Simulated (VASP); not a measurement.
# Pd16CO (Palladium) in VASP: single point with PBE+D3(BJ)

Aim: the single point of Pd16CO (Palladium) with PBE+D3(BJ).

Program: VASP 6.6.1. These are calculated values, not measurements. Logs are shortened: lines on timing, memory, paths and dates and some standing lists are left out, and cuts for length are marked.

## (1) The cell of the first run

The cell holds a slab with vacuum, 18 atoms: a = 5.501 Å, b = 5.501 Å, c = 26.887 Å, α = 90.00°, β = 90.00°, γ = 120.00°.

## (2) Single point, PBE+D3(BJ)

INCAR

```
SYSTEM = Pd16CO
PREC = Accurate
ENCUT = 520
EDIFF = 1E-6
ISMEAR = 0
SIGMA = 0.1
LREAL = Auto
LASPH = .TRUE.
NELM = 100
ALGO = Normal
ISIF = 2
LWAVE = .FALSE.
LCHARG = .FALSE.
LDIPOL = .TRUE.
IDIPOL = 3
DIPOL = 0.5 0.5 0.464
GGA = PE
IVDW = 12
NBANDS = 100
```

KPOINTS

```
regular mesh
0
G
  6 6 1
  0 0 0
```

POSCAR

```
Pd16CO
1.0
    5.5005447805      0.0000000000      0.0000000000
   -2.7502723903      4.7636115146      0.0000000000
    0.0000000000      0.0000000000     26.8867640098
Pd C O
16 1 1
Direct
    0.3333333333      0.1666666667      0.3161406853
    0.3333333333      0.6666666667      0.3161406853
    0.8333333334      0.1666666667      0.3161406853
    0.8333333334      0.6666666667      0.3161406853
    0.6666666667      0.3333333333      0.3996608889
    0.6666666666      0.8333333333      0.3996608889
    0.1666666667      0.3333333333      0.3996608889
    0.1666666666      0.8333333333      0.3996608889
   -0.0002474137      0.4991340465      0.4832161605
   -0.0002320830     -0.0004641659      0.4832318440
    0.4993814602      0.4991340465      0.4832161605
    0.4996149751     -0.0007700499      0.4845263161
    0.3335642288      0.6671284576      0.5699230743
    0.3336226824      0.1641330073      0.5699587815
    0.8325995417      0.6651990835      0.5671417596
    0.8305103249      0.1641330073      0.5699587815
    0.1657162989      0.3314325977      0.6188443488
    0.1658486154      0.3316972309      0.6627336992
```

Potentials or basis: VASP PAW PBE potentials, release 64 (Pd, C, O).

The run is started by

```console
cat potpaw_PBE.64/Pd/POTCAR potpaw_PBE.64/C/POTCAR potpaw_PBE.64/O/POTCAR > POTCAR
mpirun -np 1 vasp_std > vasp.out
```

OUTCAR:

```text
SYSTEM = Pd16CO
   PREC = Accurate
   ENCUT = 520
   EDIFF = 1E-6
   ISMEAR = 0
   LREAL = Auto
   LASPH = .TRUE.
   NELM = 100
   ISIF = 2
   GGA = PE
   IVDW = 12
 IVDW          = 12

 ion  position               nearest neighbor table
   1  0.333  0.167  0.316-   3 2.75   4 2.75   2 2.75   2 2.75   4 2.75   7 2.75   3 2.75   5 2.75
                             8 2.75
   2  0.333  0.667  0.316-   4 2.75   3 2.75   1 2.75   1 2.75   3 2.75   4 2.75   6 2.75   8 2.75
                             7 2.75
   3  0.833  0.167  0.316-   1 2.75   2 2.75   4 2.75   4 2.75   2 2.75   1 2.75   7 2.75   5 2.75
                             6 2.75
   4  0.833  0.667  0.316-   2 2.75   1 2.75   3 2.75   3 2.75   1 2.75   8 2.75   2 2.75   6 2.75
                             5 2.75
   5  0.667  0.333  0.400-   8 2.75   6 2.75   7 2.75   7 2.75   8 2.75   6 2.75   3 2.75   1 2.75
                             4 2.75   9 2.75  11 2.75  12 2.78
   6  0.667  0.833  0.400-   7 2.75   5 2.75   8 2.75   8 2.75   7 2.75   5 2.75   2 2.75   4 2.75
                             3 2.75  10 2.75  11 2.75  12 2.78
   7  0.167  0.333  0.400-  11 2.75   9 2.75   6 2.75   8 2.75   5 2.75   5 2.75   6 2.75   8 2.75
                             1 2.75   3 2.75   2 2.75  10 2.75
   8  0.167  0.833  0.400-   5 2.75   7 2.75   6 2.75   6 2.75   5 2.75   7 2.75   4 2.75   2 2.75
                             1 2.75  10 2.75   9 2.75  12 2.78
   9  1.000  0.499  0.483-  10 2.75  11 2.75   7 2.75   5 2.75  12 2.75  12 2.75  11 2.75  10 2.75
                             8 2.75  15 2.76  13 2.82  16 2.83
  10  1.000  1.000  0.483-   9 2.75  11 2.75  12 2.75  12 2.75   6 2.75   8 2.75  11 2.75   9 2.75
                             7 2.75  15 2.76  16 2.82  14 2.82
  11  0.499  0.499  0.483-  10 2.75   9 2.75   7 2.75   5 2.75  12 2.75  12 2.75   9 2.75  10 2.75
                             6 2.75  15 2.76  13 2.82  14 2.83
  12  0.500  0.999  0.485-  11 2.75   9 2.75  10 2.75  10 2.75   9 2.75  11 2.75   6 2.78   8 2.78
                             5 2.78  16 2.79  14 2.79  13 2.79
  13  0.334  0.667  0.570-  17 2.07  16 2.73  14 2.73  15 2.75  15 2.75  16 2.77  14 2.77  12 2.79
                             9 2.82  11 2.82
  14  0.334  0.164  0.570-  17 2.07  16 2.73  13 2.73  15 2.75  15 2.75  13 2.77  16 2.77  12 2.79
                            10 2.82  11 2.83
  15  0.833  0.665  0.567-  16 2.75  14 2.75  13 2.75  13 2.75  14 2.75  16 2.75  11 2.76   9 2.76
                            10 2.76
  16  0.831  0.164  0.570-  17 2.07  14 2.73  13 2.73  15 2.75  15 2.75  13 2.77  14 2.77  12 2.79
                            10 2.82   9 2.83
  17  0.166  0.331  0.619-  18 1.18  14 2.07  16 2.07  13 2.07
  18  0.166  0.332  0.663-  17 1.18

  LATTYP: Found a hexagonal cell.
 ALAT       =     5.5005447805
 C/A-ratio  =     4.8880183841

  Lattice vectors:

 A1 = (   5.5005447805,   0.0000000000,   0.0000000000)
 A2 = (  -2.7502723903,   4.7636115146,   0.0000000000)
 A3 = (   0.0000000000,   0.0000000000,  26.8867640098)

Analysis of symmetry for initial positions (statically):
=====================================================================
 Subroutine PRICEL returns:
 Original cell was already a primitive cell.

 Routine SETGRP: Setting up the symmetry group for a
 hexagonal supercell.

 Subroutine GETGRP returns: Found  2 space group operations
 (whereof  2 operations were pure point group operations)
 out of a pool of 24 trial point group operations.

The static configuration has the point symmetry C_1h.

Analysis of symmetry for dynamics (positions and initial velocities):
=====================================================================
 Subroutine PRICEL returns:
 Original cell was already a primitive cell.

 Routine SETGRP: Setting up the symmetry group for a
 hexagonal supercell.

 Subroutine GETGRP returns: Found  2 space group operations
 (whereof  2 operations were pure point group operations)
 out of a pool of 24 trial point group operations.

The dynamic configuration has the point symmetry C_1h.

 Subroutine INISYM returns: Found  2 space group operations
 (whereof  2 operations are pure point group operations),
 and found     1 'primitive' translations

[... 68 lines left out ...]
     0.000000000  0.000000000  0.037193022     0.000000000  0.000000000  1.000000000

  Length of vectors
     0.034987460  0.034987460  0.037193022

  Shift w.r.t. Gamma in fractional coordinates (k-lattice)
     0.000000000  0.000000000  0.000000000

 Subroutine IBZKPT returns following result:
 ===========================================

 Found     13 irreducible k-points:

 Following reciprocal coordinates:
            Coordinates               Weight
  0.000000  0.000000  0.000000      1.000000
  0.166667  0.000000  0.000000      4.000000
  0.000000  0.166667  0.000000      2.000000
  0.333333  0.000000  0.000000      4.000000
  0.000000  0.333333  0.000000      2.000000
  0.500000  0.000000  0.000000      2.000000
  0.000000  0.500000  0.000000      1.000000
  0.166667  0.166667  0.000000      4.000000
 -0.333333  0.166667  0.000000      2.000000
  0.333333  0.166667  0.000000      4.000000
 -0.166667  0.500000  0.000000      4.000000
  0.500000  0.333333  0.000000      4.000000
  0.333333  0.333333  0.000000      2.000000
   k-points           NKPTS =     13   k-points in BZ     NKDIM =     13   number of bands    NBANDS=    100
   number of dos      NEDOS =    301   number of ions     NIONS =     18
   total plane-waves  NPLWV = 352800
   dimension x,y,z NGX =    42 NGY =   42 NGZ =  200
   dimension x,y,z NGXF=    84 NGYF=   84 NGZF=  400
   ions per type =              16   1   1
   NGX,Y,Z   is equivalent  to a cutoff of  12.69, 12.69, 12.37 a.u.
   NGXF,Y,Z  is equivalent  to a cutoff of  25.39, 25.39, 24.73 a.u.
 SYSTEM =  Pd16CO
   PREC   = accura    normal or accurate (medium, high low for compatibility)
   ISTART =      0    job   : 0-new  1-cont  2-samecut
   ICHARG =      2    charge: 1-file 2-atom 10-const
   ISPIN  =      1    spin polarized calculation?
   LNONCOLLINEAR =      F non collinear calculations
   LSORBIT =      F    spin-orbit coupling
   LASPH  =      T    aspherical Exc in radial PAW
   ENCUT  =  520.0 eV  38.22 Ry    6.18 a.u.  10.23 10.23 49.99*2*pi/ulx,y,z
   NELM   =    100;   NELMIN=  2; NELMDL= -5     # of ELM steps
   EDIFF  = 0.1E-05   stopping-criterion for ELM
   LREAL  =      T    real-space projection
   EDIFFG = 0.1E-04   stopping-criterion for IOM
   NSW    =      0    number of steps for IOM
   IBRION =     -1    ionic relax: 0-MD 1-quasi-New 2-CG
   NFREE  =      0    steps in history (QN), initial steepest desc. (CG)
   ISIF   =      2    stress and relaxation
   ISYM   =      2    0-nonsym 1-usesym 2-fastsym
   POTIM  = 0.5000    time-step for ionic-motion
   TEBEG  =    0.0;   TEEND  =   0.0 temperature during run
   PSTRESS=    0.0 pullay stress
   NELECT =     170.0000    total number of electrons
   NUPDOWN=      -1.0000    fix difference up-down
   EMIN   =  10.00;   EMAX   =-10.00  energy-range for DOS
   EFERMI =   0.00;   METHOD = LEGACY
   ISMEAR =     0;   SIGMA  =   0.10  broadening in eV -4-tet -1-fermi 0-gaus
   EFERMI_NEDOS =   21; number of points for ismear=-14 and -15
   IALGO  =     38    algorithm
   IMIX   =      4    mixing-type and parameters
     AMIX     =   0.40;   BMIX     =  1.00
     AMIX_MAG =   1.60;   BMIX_MAG =  1.00
  volume/ion in A,a.u.               =      39.14       264.12
  Fermi-wavevector in a.u.,A,eV,Ry     =   1.019211  1.926030 14.133622  1.038792
  Thomas-Fermi vector in A             =   2.152713
   LORBIT       =      0    0 simple, 1 ext, 2 COOP (PROOUT), +10 PAW based schemes
   GGA     = PE    functional components
   LHFCALC =     F    Hartree Fock is set to
   AEXX    =    0.0000 exact exchange contribution
   IVDW    =    12    specifies the selected vdW correction
   LEPSILON=     F    determine dielectric tensor
   LRPA    =     F    only Hartree local field effects (RPA)
 non-spin polarized calculation
 Gauss-broadening in eV      SIGMA  =   0.10
  energy-cutoff  :      520.00
  volume of cell :      704.50
 maximum number of plane-waves:     18996
 NGX is ok and might be reduce to    42
   NGX = 21   NGY = 21   NGZ = 99

 dipolmoment           0.000000      0.000000     -0.189018 electrons x Angstroem

 number of electron     169.9999947 magnetization

 dipolmoment           0.000000      0.000000      0.145408 electrons x Angstroem

 Free energy of the ion-electron system (eV)
  ---------------------------------------------------
  ext. energy  EPLUGINS =         0.00000000
  ---------------------------------------------------
  free energy    TOTEN  =       -95.89256780 eV

  energy without entropy =      -95.70787065  energy(sigma->0) =      -95.80021923

 E-fermi :  -0.3131     XC(G=0):  -5.3344

 val. band max:       -0.3143544630   @ k =   0.0000   0.5000   0.0000
 cond. band min:      -0.3119491642   @ k =  -0.1667   0.5000   0.0000
 fundamental gap:      0.0024052988
 Fermi energy:        -0.3130538633

 k-point     1 :       0.0000    0.0000    0.0000
  band No.  band energies     occupation
      1     -22.9106      2.00000
      2     -10.1650      2.00000
      3      -7.0544      2.00000
      4      -6.7838      2.00000
      5      -6.5753      2.00000
      6      -6.5747      2.00000
[... 1289 lines left out ...]
     96       3.0266      0.00000
     97       4.1078      0.00000
 [bands above 97 left out]

------------------------ aborting loop because EDIFF is reached ----------------------------------------

 vacuum level on the upper side and lower side of the slab       (xc-potential included)         0.342        -0.644

 Edisp (eV)   -8.29046

 E8    (eV) :    -3.7595

  FORCE on cell =-STRESS in cart. coord.  units (eV):
  Direction    XX          YY          ZZ          XY          YZ          ZX
  --------------------------------------------------------------------------------------
  -------------------------------------------------------------------------------------
  Total      -6.60026    -6.66831     1.68386     0.00000     0.04662    -0.00000
  in kB     -15.01035   -15.16511     3.82945     0.00000     0.10603    -0.00000
  external pressure =       -8.78 kB  Pullay stress =        0.00 kB

 VOLUME and BASIS-vectors are now :
 -----------------------------------------------------------------------------
  energy-cutoff  :      520.00
  volume of cell :      704.50
      direct lattice vectors                 reciprocal lattice vectors
     5.500544781  0.000000000  0.000000000     0.181800174  0.104962380  0.000000000
    -2.750272390  4.763611515  0.000000000     0.000000000  0.209924759  0.000000000
     0.000000000  0.000000000 26.886764010     0.000000000  0.000000000  0.037193022

 POSITION                                       TOTAL-FORCE (eV/Angst)
 -----------------------------------------------------------------------------------
      1.37514      0.79394      8.50000        -0.004374      0.003389     -0.127031
     -0.00000      3.17574      8.50000         0.000000     -0.003926     -0.127503
      4.12541      0.79394      8.50000         0.004374      0.003389     -0.127031
      2.75027      3.17574      8.50000        -0.000000      0.000785     -0.166796
      2.75027      1.58787     10.74559         0.000000     -0.056549      0.154169
      1.37514      3.96968     10.74559        -0.045394      0.023043      0.154227
[... 10 lines left out ...]
      0.00000      1.57882     16.63872        -0.000000      0.009052     -0.650908
     -0.00000      1.58008     17.81876        -0.000000      0.000114      0.696014
 -----------------------------------------------------------------------------------
    total drift:                                0.000001      0.000016     -0.040619

  FREE ENERGIE OF THE ION-ELECTRON SYSTEM (eV)
  ---------------------------------------------------
  free  energy   TOTEN  =      -104.1830239087 eV

  energy  without entropy=     -103.9983267614  energy(sigma->0) =     -104.09067534

 vacuum level on the upper side and lower side of the slab         5.828         4.828
```

Wall time 39 min (1 thread of AMD EPYC 9R45 (Zen 5), shared host); peak memory 1 GiB.

What came out:

```yaml
Free_energy: -104.1830 eV
Largest_force: 0.696 eV/Å
Band_gap_on_the_k_mesh: zero (band 85 reaches -0.09 eV, above the bottom of band 86 at -0.50 eV)
Dispersion_energy_per_atom: -0.461 eV
```

Forces in eV/Å, atoms in the order of the input:
```
Pd  -0.004  0.003 -0.127
Pd   0.000 -0.004 -0.128
Pd   0.004  0.003 -0.127
Pd   0.000  0.001 -0.167
Pd   0.000 -0.057  0.154
Pd  -0.045  0.023  0.154
Pd   0.000 -0.004  0.135
Pd   0.045  0.023  0.154
Pd  -0.003  0.001  0.001
Pd   0.000 -0.001  0.000
Pd   0.003  0.001  0.001
Pd   0.000  0.003 -0.005
Pd   0.000  0.012 -0.020
Pd   0.010 -0.005 -0.027
Pd   0.000 -0.003 -0.016
Pd  -0.010 -0.005 -0.027
C    0.000  0.009 -0.651
O    0.000  0.000  0.696
```
